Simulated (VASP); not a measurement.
# Pt (P6_3/mmc) in VASP: further runs

The runs below take Pt through single point, with PBEsol.

All numbers are computed with VASP 6.6.1; they aren't measurements. Logs are shortened: lines on timing, memory, paths and dates and some standing lists are left out, and cuts for length are marked.

## (1) The cell of the first run

The structure is hexagonal, space group P6_3/mmc (No. 194). The conventional cell has a = 2.551 Å, b = 2.551 Å, c = 4.405 Å, α = 90.00°, β = 90.00°, γ = 120.00°. Within 3.4 Å of Pt (site symmetry -6m2) lie 12 Pt at 2.55 to 2.65 Å.

This isn't the form of Pt at room conditions, which is fcc.

## (2) Single point, PBEsol, collinear spin (12.41 Å³/atom)

INCAR reads:

```
SYSTEM = Pt
ALGO = Normal
EDIFF = 1E-6
ENCUT = 500
GGA = PS
GGA_COMPAT = .False.
ISIF = 2
ISMEAR = 0
ISPIN = 2
LASPH = .True.
LCHARG = .True.
LELF = .True.
LMAXMIX = 4
LORBIT = 11
LREAL = .False.
LVHAR = .True.
LWAVE = .False.
MAGMOM = 0.25 0.25
NBANDS = 21
NELM = 200
NUPDOWN = 0.5
PREC = Accurate
SIGMA = 0.15
```

KPOINTS reads:

```
k-points
0
Gamma
  21 21 10
  0 0 0
```

POSCAR reads:

```
Pt
1.0
    2.5508362342      0.0000000000      0.0000000000
   -1.2754181171      2.2090889798      0.0000000000
    0.0000000000      0.0000000000      4.4049500155
Pt
2
Direct
    0.6666666667      0.3333333333      0.7500000000
    0.3333333333      0.6666666667      0.2500000000
```

Potentials or basis: VASP PAW PBE potentials, release 64 (Pt).

Command:

```
$ cat potpaw_PBE.64/Pt/POTCAR > POTCAR
$ mpirun -np 1 vasp_std > vasp.out
```

OUTCAR:

```text
SYSTEM = Pt
   EDIFF = 1E-6
   ENCUT = 500
   GGA = PS
   ISIF = 2
   ISMEAR = 0
   ISPIN = 2
   LASPH = .True.
   LORBIT = 11
   LREAL = .False.
   NELM = 200
   NUPDOWN = 0.5
   PREC = Accurate

 ion  position               nearest neighbor table
   1  0.667  0.333  0.750-   2 2.65   2 2.65   2 2.65   2 2.65   2 2.65   2 2.65
   2  0.333  0.667  0.250-   1 2.65   1 2.65   1 2.65   1 2.65   1 2.65   1 2.65

  LATTYP: Found a hexagonal cell.
 ALAT       =     2.5508362342
 C/A-ratio  =     1.7268650792

  Lattice vectors:

 A1 = (   2.5508362342,   0.0000000000,   0.0000000000)
 A2 = (  -1.2754181171,   2.2090889798,   0.0000000000)
 A3 = (   0.0000000000,   0.0000000000,   4.4049500155)

Analysis of symmetry for initial positions (statically):
=====================================================================
 Subroutine PRICEL returns:
 Original cell was already a primitive cell.

 Routine SETGRP: Setting up the symmetry group for a
 hexagonal supercell.

 Subroutine GETGRP returns: Found 24 space group operations
 (whereof 12 operations were pure point group operations)
 out of a pool of 24 trial point group operations.

The static configuration has the point symmetry D_3d.
 The point group associated with its full space group is D_6h.

Analysis of symmetry for dynamics (positions and initial velocities):
=====================================================================
 Subroutine PRICEL returns:
 Original cell was already a primitive cell.

 Routine SETGRP: Setting up the symmetry group for a
 hexagonal supercell.

 Subroutine GETGRP returns: Found 24 space group operations
 (whereof 12 operations were pure point group operations)
 out of a pool of 24 trial point group operations.

The dynamic configuration has the point symmetry D_3d.
 The point group associated with its full space group is D_6h.

Analysis of structural, dynamic, and magnetic symmetry:
=====================================================================
 Subroutine PRICEL returns:
 Original cell was already a primitive cell.

 Routine SETGRP: Setting up the symmetry group for a
 hexagonal supercell.

 Subroutine GETGRP returns: Found 24 space group operations
 (whereof 12 operations were pure point group operations)
 out of a pool of 24 trial point group operations.

The overall configuration has the point symmetry D_3d.
 The point group associated with its full space group is D_6h.

 Subroutine INISYM returns: Found 24 space group operations
 (whereof 12 operations are pure point group operations),
 and found     1 'primitive' translations

----------------------------------------------------------------------------------------

                                     Primitive cell

  volume of cell :      24.8220

  direct lattice vectors                    reciprocal lattice vectors
     2.550836234  0.000000000  0.000000000     0.392028303  0.226337646  0.000000000
    -1.275418117  2.209088980  0.000000000     0.000000000  0.452675292  0.000000000
     0.000000000  0.000000000  4.404950015     0.000000000  0.000000000  0.227017332

  length of vectors
     2.550836234  2.550836234  4.404950015     0.452675292  0.452675292  0.227017332

  position of ions in fractional coordinates (direct lattice)
     0.666666667  0.333333333  0.750000000
     0.333333333  0.666666667  0.250000000

  ion indices of the primitive-cell ions
   primitive index   ion index
                 1           1
                 2           2

----------------------------------------------------------------------------------------

 KPOINTS: k-points

Automatic generation of k-mesh.
 Grid dimensions read from file:
 generate k-points for:   21   21   10

 Generating k-lattice:

  Cartesian coordinates                     Fractional coordinates (reciprocal lattice)
     0.018668014  0.010777983  0.000000000     0.047619048  0.000000000  0.000000000
     0.000000000  0.021555966  0.000000000     0.000000000  0.047619048  0.000000000
     0.000000000  0.000000000  0.022701733     0.000000000  0.000000000  0.100000000

  Length of vectors
     0.021555966  0.021555966  0.022701733

  Shift w.r.t. Gamma in fractional coordinates (k-lattice)
     0.000000000  0.000000000  0.000000000

 Subroutine IBZKPT returns following result:
 ===========================================

 Found    288 irreducible k-points:

 Following reciprocal coordinates:
            Coordinates               Weight
  0.000000  0.000000  0.000000      1.000000
  0.047619 -0.000000  0.000000      6.000000
  0.095238  0.000000  0.000000      6.000000
  0.142857 -0.000000  0.000000      6.000000
  0.190476  0.000000  0.000000      6.000000
  0.238095  0.000000  0.000000      6.000000
[... 16 lines left out ...]
  0.142857  0.095238  0.000000     12.000000
  0.190476  0.095238  0.000000     12.000000
 [... further k-points ...]
   k-points           NKPTS =    288   k-points in BZ     NKDIM =    288   number of bands    NBANDS=     21
   number of dos      NEDOS =    301   number of ions     NIONS =      2
   total plane-waves  NPLWV =  12800
   dimension x,y,z NGX =    20 NGY =   20 NGZ =   32
   dimension x,y,z NGXF=    40 NGYF=   40 NGZF=   64
   ions per type =               2
   NGX,Y,Z   is equivalent  to a cutoff of  13.03, 13.03, 12.08 a.u.
   NGXF,Y,Z  is equivalent  to a cutoff of  26.07, 26.07, 24.15 a.u.
 SYSTEM =  Pt
   PREC   = accura    normal or accurate (medium, high low for compatibility)
   ISTART =      0    job   : 0-new  1-cont  2-samecut
   ICHARG =      2    charge: 1-file 2-atom 10-const
   ISPIN  =      2    spin polarized calculation?
   LNONCOLLINEAR =      F non collinear calculations
   LSORBIT =      F    spin-orbit coupling
   LASPH  =      T    aspherical Exc in radial PAW
   ENCUT  =  500.0 eV  36.75 Ry    6.06 a.u.   4.65  4.65  8.03*2*pi/ulx,y,z
   NELM   =    200;   NELMIN=  2; NELMDL= -5     # of ELM steps
   EDIFF  = 0.1E-05   stopping-criterion for ELM
   LREAL  =      F    real-space projection
[... 7 lines left out ...]
   TEBEG  =    0.0;   TEEND  =   0.0 temperature during run
   PSTRESS=    0.0 pullay stress
   NELECT =      20.0000    total number of electrons
   NUPDOWN=       0.5000    fix difference up-down
   EMIN   =  10.00;   EMAX   =-10.00  energy-range for DOS
   EFERMI =   0.00;   METHOD = LEGACY
   ISMEAR =     0;   SIGMA  =   0.15  broadening in eV -4-tet -1-fermi 0-gaus
   EFERMI_NEDOS =   21; number of points for ismear=-14 and -15
   IALGO  =     38    algorithm
   IMIX   =      4    mixing-type and parameters
     AMIX     =   0.40;   BMIX     =  1.00
     AMIX_MAG =   1.60;   BMIX_MAG =  1.00
  volume/ion in A,a.u.               =      12.41        83.75
  Fermi-wavevector in a.u.,A,eV,Ry     =   1.523372  2.878755 31.574518  2.320662
  Thomas-Fermi vector in A             =   2.631824
   LORBIT       =     11    0 simple, 1 ext, 2 COOP (PROOUT), +10 PAW based schemes
   GGA     = PS    functional components
   LHFCALC =     F    Hartree Fock is set to
   AEXX    =    0.0000 exact exchange contribution
   IVDW    =     0    specifies the selected vdW correction
   LEPSILON=     F    determine dielectric tensor
   LRPA    =     F    only Hartree local field effects (RPA)
 spin polarized calculation
 Gauss-broadening in eV      SIGMA  =   0.15
  energy-cutoff  :      500.00
  volume of cell :       24.82
 maximum number of plane-waves:       641
 NGX is ok and might be reduce to    20
   NGX =  9   NGY =  9   NGZ = 17

 number of electron      20.0000001 magnetization       0.5000000

 Free energy of the ion-electron system (eV)
  ---------------------------------------------------
  ext. energy  EPLUGINS =         0.00000000
  ---------------------------------------------------
  free energy    TOTEN  =       -12.48137577 eV

  energy without entropy =      -12.45362802  energy(sigma->0) =      -12.46750190

 E-fermi :  15.1605     XC(G=0): -14.7986

 val. band max:       15.3674682190   @ k =   0.2381   0.1429   0.1000
 cond. band min:      15.1606581946   @ k =   0.1429   0.0476   0.1000
 fundamental gap:     -0.2068100244
 Fermi energy:        15.3685998926

 spin component 1

 k-point     1 :       0.0000    0.0000    0.0000
  band No.  band energies     occupation
      1       2.5643      1.00000
      2       5.3683      1.00000
      3       9.3846      1.00000
      4      10.1244      1.00000
      5      10.1244      1.00000
      6      10.6948      1.00000
[... 13 lines left out ...]
     20      38.7757      0.00000
     21      40.0904      0.00000

 k-point     2 :       0.0476   -0.0000    0.0000
  band No.  band energies     occupation
      1       2.6698      1.00000
      2       5.4684      1.00000
      3       9.3751      1.00000
      4      10.1108      1.00000
      5      10.2136      1.00000
      6      10.6301      1.00000
[... 520 lines left out ...]
 k-point    24 :       0.1905    0.0952    0.0000
  band No.  band energies     occupation
      1       5.0583      1.00000
      2       7.1509      1.00000
      3       8.6497      1.00000
      4       8.8198      1.00000
      5       9.6751      1.00000
      6      10.6329      1.00000
[... 13 lines left out ...]
     20      38.8200      0.00000
     21      40.3095      0.00000

 [... further k-points ...]

 spin component 2

 k-point     1 :       0.0000    0.0000    0.0000
  band No.  band energies     occupation
      1       2.6172      1.00000
      2       5.4766      1.00000
      3       9.5534      1.00000
      4      10.2775      1.00000
      5      10.2775      1.00000
      6      10.8520      1.00000
[... 13 lines left out ...]
     20      38.8533      0.00000
     21      40.1275      0.00000

 k-point     2 :       0.0476   -0.0000    0.0000
  band No.  band energies     occupation
      1       2.7227      1.00000
      2       5.5771      1.00000
      3       9.5417      1.00000
      4      10.2652      1.00000
      5      10.3670      1.00000
      6      10.7864      1.00000
[... 520 lines left out ...]
 k-point    24 :       0.1905    0.0952    0.0000
  band No.  band energies     occupation
      1       5.1178      1.00000
      2       7.2749      1.00000
      3       8.7830      1.00000
      4       8.9335      1.00000
      5       9.8188      1.00000
      6      10.7803      1.00000
[... 13 lines left out ...]
     20      38.8912      0.00000
     21      40.3930      0.00000

 [... further k-points ...]
[... 5 lines left out ...]
  --------------------------------------------------------------------------------------
  -------------------------------------------------------------------------------------
  Total       15.5270816     15.5270816     13.3505714      0.0000000     -0.0000000      0.0000000
  in kB     1002.2213433   1002.2213434    861.7348679      0.0000000     -0.0000000      0.0000000
  external PRESSURE =     955.3925182 kB  Pullay stress =       0.0000000 kB

 VOLUME and BASIS-vectors are now :
 -----------------------------------------------------------------------------
  energy-cutoff  :      500.00
  volume of cell :       24.82
      direct lattice vectors                 reciprocal lattice vectors
     2.550836234  0.000000000  0.000000000     0.392028303  0.226337646  0.000000000
    -1.275418117  2.209088980  0.000000000     0.000000000  0.452675292  0.000000000
     0.000000000  0.000000000  4.404950015     0.000000000  0.000000000  0.227017332

 POSITION                                       TOTAL-FORCE (eV/Angst)
 -----------------------------------------------------------------------------------
      1.27542      0.73636      3.30371         0.000000     -0.000000      0.000000
     -0.00000      1.47273      1.10124        -0.000000      0.000000      0.000000
 -----------------------------------------------------------------------------------
    total drift:                               -0.000000      0.000000     -0.000000

  FREE ENERGIE OF THE ION-ELECTRON SYSTEM (eV)
  ---------------------------------------------------
  free  energy   TOTEN  =       -12.4813757739 eV

  energy  without entropy=      -12.4536280240  energy(sigma->0) =      -12.46750190

 total charge

# of ion       s       p       d       tot
------------------------------------------
    1        0.760   0.909   8.285   9.954
    2        0.760   0.909   8.285   9.954
--------------------------------------------------
tot          1.520   1.818  16.570  19.908

 magnetization (x)

# of ion       s       p       d       tot
------------------------------------------
    1        0.002   0.001   0.240   0.243
    2        0.002   0.001   0.240   0.243
--------------------------------------------------
tot          0.004   0.001   0.481   0.486
```

It took 90 s on 1 thread of Intel Xeon 6975P-C (Granite Rapids), shared host; peak memory 0.29 GiB.

Results:

```yaml
Free_energy: -12.4814 eV
Pressure: 95.5 GPa
Net_moment: 0.50 μB per cell
Site_moments: Pt +0.24 μB
Valence_electrons_inside_the_program's_atomic_spheres: Pt 9.95
```

Caveat: the stress differs along the axes, from 86 to 100 GPa; the PAW data sets were made with another functional, which shifts forces and pressure a little; spin-orbit coupling is left out, which moves the levels of the heavy elements; the total moment is fixed, so each spin has its own Fermi level and the state may be an excited one.

## (3) Single point, PBEsol, collinear spin (12.41 Å³/atom)

INCAR reads:

```
SYSTEM = Pt
ALGO = Normal
EDIFF = 1E-6
ENCUT = 500
GGA = PS
GGA_COMPAT = .False.
ISIF = 2
ISMEAR = 0
ISPIN = 2
LASPH = .True.
LCHARG = .False.
LMAXMIX = 4
LORBIT = 11
LREAL = .False.
LWAVE = .False.
MAGMOM = 0.125 0.125
NBANDS = 21
NELM = 200
NUPDOWN = 0.25
PREC = Accurate
SIGMA = 0.15
```

KPOINTS is that of step 2.

POSCAR is that of step 2.

Potentials or basis: VASP PAW PBE potentials, release 64 (Pt).

Command:

```
$ cat potpaw_PBE.64/Pt/POTCAR > POTCAR
$ mpirun -np 1 vasp_std > vasp.out
```

It took 84 s on 1 thread of Intel Xeon 6975P-C (Granite Rapids), shared host; peak memory 0.29 GiB.

It converged, with:

| Item | Value |
| --- | --- |
| Free energy | -12.5002 eV |
| Pressure | 95.2 GPa |
| Net moment | 0.25 μB per cell |
| Site moments | Pt +0.12 μB |
| Valence electrons inside the program's atomic spheres | Pt 9.95 |

Stress tensor (GPa, compression positive):
```
99.37  0.00  0.00
 0.00 99.37  0.00
 0.00  0.00 86.73
```

Caveat: the stress differs along the axes, from 87 to 99 GPa; the PAW data sets were made with another functional, which shifts forces and pressure a little; spin-orbit coupling is left out, which moves the levels of the heavy elements; the total moment is fixed, so each spin has its own Fermi level and the state may be an excited one.
